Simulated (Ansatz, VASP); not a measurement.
**Sb in VASP and in Ansatz**

Contents of INCAR:

```
  PREC = Accurate
  ENCUT = 520
  EDIFF = 1E-6
  ISMEAR = -1
  SIGMA = 0.03
  LREAL = F
  LASPH = T
  NELM = 150
  ALGO = Normal
  ISIF = 2
  LWAVE = F
  LCHARG = T
  MAGMOM = 0 0 0 0 0 0
  LORBIT = 11
  LSORBIT = T
  GGA_COMPAT = F
  LORBMOM = T
  GGA = PE
  LVHAR = T
  NBANDS = 22
```

File KPOINTS:

```
Automatic mesh
0
Gamma
  12 12 7
```

The input POSCAR:

```
Sb
1.0
    3.3690001795      0.0000000000      0.0000000000
   -1.6845000898      2.9176397408      0.0000000000
    0.0000000000      0.0000000000      5.3300000000
Sb
2
Direct
    0.3333333333      0.6666666667      0.2500000000
    0.6666666667      0.3333333333      0.7500000000
```

Input for Ansatz:

```yaml
crystal:
  lattice:
    - [3.3690001795, 0.0, 0.0]
    - [-1.6845000898, 2.9176397408, 0.0]
    - [0.0, 0.0, 5.33]
  atoms:
    - { symbol: Sb, position: [0.3333333333, 0.6666666667, 0.25] }
    - { symbol: Sb, position: [0.6666666667, 0.3333333333, 0.75] }
kpoints:
  mp_grid: { grid: [12, 12, 7] }
  band_path:
    path:
      - [0.0, 0.0, 0.0]
      - [0.5, 0.0, 0.0]
      - [0.3333333333, 0.3333333333, 0.0]
      - [0.0, 0.0, 0.0]
      - [0.0, 0.0, 0.5]
      - [0.5, 0.0, 0.5]
      - [0.3333333333, 0.3333333333, 0.5]
      - [0.0, 0.0, 0.5]
      - [0.5, 0.0, 0.5]
    npoints: 5
scf:
  occupations: { method: fermi_dirac, width: 0.03 }
hamiltonian:
  xc: pbe
  pseudopotentials: { kind: all_electron, lapw: { basis_error: 0.0005 } }
output:
  forces: true
  stress: true
  eigenvalues: true
magnetization:
  noncollinear: true
  spin_orbit: true
```

Alike in both runs: task single point; functional PBE; k mesh 12 × 12 × 7; occupations fermi-dirac, width 0.03 eV; non-collinear spin, spin-orbit coupling.

|  | VASP | Ansatz |
| --- | --- | --- |
| version | VASP 6.6.1 | Ansatz 0.2.0 |
| potentials or method | VASP PAW PBE potentials, release 64 (Sb), cutoff 520 eV | all-electron LAPW |

|  | VASP | Ansatz | Ansatz less VASP |
| --- | --- | --- | --- |
| pressure (GPa) | 3.0 | 3.1 | +0.13 |
| traceless stress, the component that is largest in VASP (GPa) | -0.87 | -0.86 | +0.006 |
| net moment per atom (μB) | 0.00 | 0.00 | 0.000 |

Ansatz ran all-electron here, and VASP with PAW potentials.
